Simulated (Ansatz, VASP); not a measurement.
# Two plane-wave programs on KCl

```
CELL_PARAMETERS angstrom
3.58134 0.00000 0.00000
0.00000 3.58134 0.00000
0.00000 0.00000 3.58134
ATOMIC_POSITIONS crystal
K 0.00000 0.00000 0.00000
Cl 0.50000 0.50000 0.50000
```

Alike in both runs: task single point; functional PBEsol; k mesh 8 × 8 × 8; occupations gaussian, width 0.05 eV; no spin polarisation.

|  | VASP | Ansatz |
| --- | --- | --- |
| version | VASP 6.6.1 | Ansatz 0.2.0 |
| potentials or method | VASP PAW PBE potentials, release 64 (K_sv, Cl), cutoff 500 eV | scalar-relativistic, plane waves, PAW |
| valence electrons in the cell | 16 | 16 |

Ansatz gave:

| Item | Value |
| --- | --- |
| gap on the k mesh at the Fermi level (eV) | 5.61 |
| least direct gap on the mesh (eV) | 5.85 |
| pressure (GPa) | 3.9 |

Question: What did VASP give for the same quantities?

Answer: gap on the k mesh at the Fermi level (eV): 5.60; least direct gap on the mesh (eV): 5.84; pressure (GPa): 4.0.

VASP's potentials were made for PBE, not for PBEsol.
